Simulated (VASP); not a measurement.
A run of VASP 6.6.1:

Contents of INCAR:

```
PREC = Accurate ; ENCUT = 520
EDIFF = 1E-6 ; ISMEAR = 0
SIGMA = 0.1 ; LREAL = False
LASPH = True ; NELM = 60
ALGO = Normal ; ISIF = 2
LWAVE = False ; LCHARG = False
GGA = PS ; NBANDS = 21
```

Contents of KPOINTS:

```
Automatic mesh
0
Gamma
  18 18 18
```

File POSCAR:

```
Ti2C
1.0
    1.5496602571      0.8946967666      4.9083969711
   -1.5496602571      0.8946967666      4.9083969711
    0.0000000000     -1.7893935331      4.9083969711
Ti C
2 1
Direct
    0.2433944901      0.2433944901      0.2433944901
    0.7566055099      0.7566055099      0.7566055099
    0.5000000000      0.5000000000      0.5000000000
```

Potentials or basis: VASP PAW PBE potentials, release 64 (Ti_sv, C).

Command:

```sh
$ cat potpaw_PBE.64/Ti_sv/POTCAR potpaw_PBE.64/C/POTCAR > POTCAR
$ mpirun -np 1 vasp_std > vasp.out
```

Hardware: 1 thread of Intel Xeon 8259CL (shared host).

Problem. Estimate the wall time of this run.

Solution. Wall time 24 min on 1 thread of Intel Xeon 8259CL, with other jobs on the host, peak memory 0.58 GiB. Counts: scf iterations 14, k points 580.
